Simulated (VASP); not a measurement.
Crystal: AlAs.

```
CELL_PARAMETERS angstrom
0.00000 2.83040 2.83040
2.83040 0.00000 2.83040
2.83040 2.83040 0.00000
ATOMIC_POSITIONS crystal
Al 0.00000 0.00000 0.00000
As 0.25000 0.25000 0.25000
```

```yaml
Program: VASP 6.6.1
Task: relaxation of cell and atoms
Functional: PBE
Potentials_or_basis: VASP PAW PBE potentials, release 64 (Al, As)
Cutoff: 500 eV
k_mesh: 8 × 8 × 8
Occupations: fermi-dirac, width 0.02 eV
Spin: no spin polarisation
```

At the start: pressure 2.8 GPa; volume 22.67 Å³/atom.

Q: How do energy, volume and symmetry change on relaxing?

A: Over 3 steps the energy falls by 7.3 meV/atom and the volume is 23.55 Å³/atom (+3.9 %); space group F-43m (No. 216, to 0.1 Å) before and after.

Step by step:
```
step  energy change (eV)  largest force (eV/Å)  pressure (GPa)  volume (Å³)
   1              0.0000                0.0000            2.77        45.35
   2             -0.0113                0.0000           -1.18        47.97
   3             -0.0146                0.0000            0.01        47.10
```

Final structure:
```yaml
crystal:
  lattice:
    - [0.00000, 2.86629, 2.86629]
    - [2.86629, 0.00000, 2.86629]
    - [2.86629, 2.86629, 0.00000]
  atoms:
    - { symbol: Al, position: [0.00000, 0.00000, 0.00000] }
    - { symbol: As, position: [0.25000, 0.25000, 0.25000] }
```
